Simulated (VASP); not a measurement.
Set up this calculation in VASP 6.6.1, as the native input.

```yaml
Task: single point
Functional: PBE
Potentials_or_basis: VASP PAW PBE potentials, release 64 (Ti_sv, Te)
Cutoff: 520 eV
k_mesh: 12 × 12 × 8
Occupations: gaussian, width 0.15 eV
Spin: no spin polarisation
Dipole_correction: no
Further_INCAR_settings: ALGO = Normal; EDIFF = 1e-06; NBANDS = 19
```

The structure of TiTe2 lies in POSCAR:

```
TiTe2
1.0
    3.7770008876      0.0000000000      0.0000000000
   -1.8885004438      3.2709787188      0.0000000000
    0.0000000000      0.0000000000      6.4980000000
Ti Te
1 2
Direct
    0.0000000000      0.0000000000      0.0000000000
    0.6208088324      0.2416176648      0.2166319483
    0.3333333333      0.6666666667      0.7372000000
```

This cell differs from its parent crystal: atom 2 (Te) moved by (-0.300, -0.300) A along y and z.

The input as run:

INCAR

```
SYSTEM = TiTe2
PREC     = Accurate       ! precision mode
ENCUT    = 520            ! plane-wave cutoff, eV
EDIFF    = 1E-6           ! SCF threshold, eV
ISMEAR   = 0              ! smearing method
SIGMA    = 0.15           ! smearing width, eV
LREAL    = .False.        ! projectors in reciprocal space
LASPH    = .True.         ! aspherical terms in the spheres
NELM     = 100            ! most SCF steps
ALGO     = Normal         ! electronic algorithm
ISIF     = 2              ! what is computed and relaxed
LWAVE    = .False.        ! write WAVECAR
LCHARG   = .False.        ! write CHGCAR
GGA      = PE             ! functional
NBANDS   = 19             ! bands
```

KPOINTS

```
regular mesh
0
Gamma
  12 12 8
  0 0 0
```

Potentials or basis: VASP PAW PBE potentials, release 64 (Ti_sv, Te).

The run is started by

```console
$ cat potpaw_PBE.64/Ti_sv/POTCAR potpaw_PBE.64/Te/POTCAR > POTCAR
$ mpirun -np 1 vasp_std > vasp.out
```

It gave:

The pressure is 8.8 GPa and the largest force is 3.379 eV/Å. The band gap on the k mesh is zero (bands 12 and 13 overlap by 0.30 eV).

Caveat: the cell differs from its parent crystal (atom 2 (Te) moved by (-0.300, -0.300) A along y and z); the cell stands under pressure; spin-orbit coupling is left out, which moves the levels of the heavy elements; this functional lacks dispersion, which binds the layers, so the pressure and a relaxed spacing across them are unreliable; forces of over 1 eV/Å act on the atoms, so gaps and moduli don't describe the material at rest.

Wall time 7.4 min on 1 thread of Intel(R) Xeon(R) Platinum 8259CL CPU @ 2.50GHz (Skylake/Cascade Lake), on a shared host, peak memory 0.55 GiB.
